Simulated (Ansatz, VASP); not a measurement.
Pt: VASP beside Ansatz

```
Pt
1.0
     0.01038    1.97232    1.98880
     1.97860    0.02014    1.97904
     1.99062    1.97457    0.00812
Pt
1
Direct
  0.00000 0.00000 0.00000
```

Alike in both runs: task single point; functional PBE; k mesh 9 × 9 × 8; no spin polarisation.

|  | VASP | Ansatz |
| --- | --- | --- |
| version | VASP 6.6.1 | Ansatz 0.2.0 |
| potentials or method | VASP PAW PBE potentials, release 64 (Pt), cutoff 520 eV | plane waves, PAW |
| occupations | fermi-dirac, width 0.1 eV | fermi-dirac |
| valence electrons in the cell | 10 | 18 |

|  | VASP | Ansatz | Ansatz less VASP |
| --- | --- | --- | --- |
| pressure (GPa) | 3.8 | 4.3 | +0.50 |
| traceless stress, the component that is largest in VASP (GPa) | -1.48 | -1.49 | -0.015 |

VASP's potentials hold 10 valence electrons a cell and Ansatz's 18, so a difference there can come from the potentials and not from the codes. Ansatz's warnings: stress scf threshold loose.

Spin-orbit coupling is off throughout.
